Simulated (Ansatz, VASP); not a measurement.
## Ti: VASP beside Ansatz

```
CELL_PARAMETERS angstrom
3.03891 0.00000 0.00000
-1.51946 2.63177 0.00000
0.00000 0.00000 4.85314
ATOMIC_POSITIONS crystal
Ti 0.33333 0.66667 0.25000
Ti 0.66667 0.33333 0.75000
```

Alike in both runs: task relaxation of cell and atoms; functional PBE; k mesh 6 × 6 × 4; occupations gaussian, width 0.1 eV; no spin polarisation.

|  | VASP | Ansatz |
| --- | --- | --- |
| version | VASP 6.6.1 | Ansatz 0.2.0 |
| potentials or method | VASP PAW PBE potentials, release 64 (Ti_sv), cutoff 600 eV | scalar-relativistic, plane waves, PAW |
| valence electrons in the cell | 24 | 24 |

|  | VASP | Ansatz | Ansatz less VASP |
| --- | --- | --- | --- |
| gap on the k mesh at the Fermi level, each at its own relaxed structure (eV) | none | none | - |
| relaxed volume (Å³/atom) | 17.36 | 17.39 | +0.035 |
| relaxed cell length with the largest relative difference (Å) | 4.677 | 4.689 | +0.0123 |

A gap of «none» marks a metal or a gap that the smearing closes.

The k mesh is coarse, so the values compare programs but aren't converged.
